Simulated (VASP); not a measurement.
Input of a VASP 6.6.1 run:

File INCAR:

```
SYSTEM = N
ALGO = Normal
EDIFF = 1E-6
ENCUT = 520
GGA = PE
ISIF = 2
ISMEAR = 0
LASPH = .TRUE.
LCHARG = .TRUE.
LELF = .TRUE.
LREAL = .FALSE.
LVHAR = .TRUE.
LWAVE = .FALSE.
NBANDS = 18
NELM = 100
PREC = Accurate
SIGMA = 0.1
```

Contents of KPOINTS:

```
k-points
0
G
  10 6 12
  0 0 0
```

POSCAR

```
N
1.0
    4.5608921100      0.0000000000      0.0000000000
    0.0000000000      7.5045436000      0.0000000000
    0.0000000000      0.0000000000      3.4942588000
N
4
Direct
    0.0181931956      0.2500000000      0.6494879543
    0.9708951604      0.7500000000      0.3505120457
    0.4818068044      0.7500000000      0.1494879543
    0.5291048396      0.2500000000      0.8505120457
```

Potentials or basis: VASP PAW PBE potentials, release 64 (N).

Launch:

```bash
$ cat potpaw_PBE.64/N/POTCAR > POTCAR
$ mpirun -np 1 vasp_std > vasp.out
```

What does it give for the largest force?

1.589 eV/Å.

What does it give for the pressure?

-12.8 GPa.

Predict the band gap on the k mesh.

zero (bands 10 and 11 overlap by 0.45 eV).

Forces on the atoms (eV/Å):
```
N   -1.179  0.000  1.065
N   -1.170  0.000 -1.065
N    1.179  0.000  1.065
N    1.170  0.000 -1.065
```

Caveat: the cell differs from its parent crystal (strained and its atoms moved); the stress differs along the axes, from -32 to -1 GPa; this functional lacks dispersion, which binds layers or chains, so the pressure and a relaxed spacing across them are unreliable; forces of over 1 eV/Å act on the atoms, so gaps and moduli don't describe the material at rest.
